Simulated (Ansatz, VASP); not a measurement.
## One calculation of TaN, two programs

Contents of INCAR:

```
PREC     = Accurate       # precision mode
ENCUT    = 600            # plane-wave cutoff, eV
EDIFF    = 1E-7           # SCF threshold, eV
ISMEAR   = -1             # smearing method
SIGMA    = 0.05           # smearing width, eV
LREAL    = F              # projectors in reciprocal space
LASPH    = T              # aspherical terms in the spheres
NELM     = 80             # most SCF steps
ALGO     = Normal         # electronic algorithm
ISIF     = 3              # what is computed and relaxed
LWAVE    = F              # write WAVECAR
LCHARG   = F              # write CHGCAR
GGA      = PE             # functional
IBRION   = 2              # ionic algorithm
NSW      = 60             # ionic steps
EDIFFG   = -0.005         # ionic threshold
```

File KPOINTS:

```
Automatic mesh
0
Gamma
  15 15 15
```

File POSCAR:

```
TaN
1.0
    2.7220233657      0.0000000000      0.0000000000
    0.0000000000      2.7220233657      0.0000000000
    0.0000000000      0.0000000000      2.7220233657
Ta N
1 1
Direct
    0.0000000000      0.0000000000      0.0000000000
    0.5000000000      0.5000000000      0.5000000000
```

Input for Ansatz:

```yaml
crystal:
  lattice:
    - [2.7220233657, 0.0, 0.0]
    - [0.0, 2.7220233657, 0.0]
    - [0.0, 0.0, 2.7220233657]
  atoms:
    - { symbol: Ta, position: [0.0, 0.0, 0.0] }
    - { symbol: "N", position: [0.5, 0.5, 0.5] }
kpoints:
  mp_grid: { grid: [15, 15, 15] }
scf:
  occupations: { method: fermi_dirac, width: 0.05 }
hamiltonian:
  xc: pbe
  pseudopotentials: { kind: paw }
output:
  forces: true
  stress: true
relax:
  f_tol: 0.005
  max_steps: 40
  cell: {}
```

Alike in both runs: task relaxation of cell and atoms; functional PBE; k mesh 15 × 15 × 15; occupations fermi-dirac, width 0.05 eV; no spin polarisation.

```csv
,VASP,Ansatz
version,VASP 6.6.1,Ansatz 0.2.0
potentials or method,"VASP PAW PBE potentials, release 64 (Ta_pv, N)","PAW with Ansatz's default frozen-core files, scalar-relativistic"
plane-wave cutoff (eV),600,420
valence electrons in the cell,16,18
```

```tsv
	VASP	Ansatz	Ansatz less VASP
relaxed volume (Å³/atom)	10.43	10.41	-0.021
relaxed cell length with the largest relative difference (Å)	2.752	2.751	-0.0019
```

VASP's potentials hold 16 valence electrons a cell and Ansatz's 18, so a difference there can come from the potentials and not from the codes.

Neither program's run includes spin-orbit coupling.
